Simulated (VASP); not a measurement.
A run of VASP 6.6.1 is set up as follows.

File INCAR:

```
  PREC = Accurate
  ENCUT = 600
  EDIFF = 1E-6
  ISMEAR = -1
  SIGMA = 0.08
  LREAL = False
  LASPH = True
  NELM = 120
  ALGO = Normal
  ISIF = 2
  LWAVE = False
  LCHARG = False
  NBANDS = 11
  GGA_COMPAT = False
```

File KPOINTS:

```
Automatic mesh
0
Gamma
  17 17 17
```

The input POSCAR:

```
BeS
1.0
    0.0000000000      2.0225160066      2.0225160066
    2.0225160066      0.0000000000      2.0225160066
    2.0225160066      2.0225160066      0.0000000000
Be S
1 1
Direct
    0.0000000000      0.0000000000      0.0000000000
    0.5000000000      0.5000000000      0.5000000000
```

Potentials or basis: VASP PAW LDA potentials, release 64 (Be, S).

The run is started by

```bash
$ cat potpaw_LDA.64/Be/POTCAR potpaw_LDA.64/S/POTCAR > POTCAR
$ mpirun -np 1 vasp_std > vasp.out
```

Predict the band gap on the k mesh.

1.10 eV, indirect (least direct gap 3.57 eV).

What does it give for the pressure?

82.5 GPa.

 A k mesh can miss the band edges.
